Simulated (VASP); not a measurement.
Input of a VASP 6.6.1 run:

File INCAR:

```
PREC = Accurate
ENCUT = 520
EDIFF = 1E-6
ISMEAR = 0
SIGMA = 0.15
LREAL = F
LASPH = T
NELM = 100
ALGO = Fast
ISIF = 2
LWAVE = F
LCHARG = F
GGA = PS
NBANDS = 34
KPAR = 4
```

The input KPOINTS:

```
Automatic mesh
0
Gamma
  20 20 7
```

The input POSCAR:

```
AlRu
1.0
    0.0000000000     -2.9764078218      0.0000000000
    0.0000000000      0.0000000000     -2.9764078218
    8.9292234653      0.0000000000     -0.4960679703
Al Ru
3 3
Direct
    0.0000000000     -0.0416638889      0.2499833333
    0.0000000000     -0.0972194444      0.5833166667
    0.0000000000     -0.1527750000      0.9166500000
    0.5000000000      0.4861138889      0.0833166667
    0.5000000000      0.4305583333      0.4166500000
    0.5000000000      0.3750027778      0.7499833333
```

Potentials or basis: VASP PAW PBE potentials, release 64 (Al, Ru_pv).

The run is started by

```sh
$ cat potpaw_PBE.64/Al/POTCAR potpaw_PBE.64/Ru_pv/POTCAR > POTCAR
$ mpirun -np 4 vasp_std > vasp.out
```

(1) What does it give for the band gap on the k mesh?

(2) Predict the largest force.

Results:

(1) zero (an odd number of electrons rules out a gap without spin polarisation).

(2) 2.428 eV/Å.

Caveat: the cell differs from its parent crystal (the part above a cut slid along it); the PAW data sets were made with another functional, which shifts forces and pressure a little.
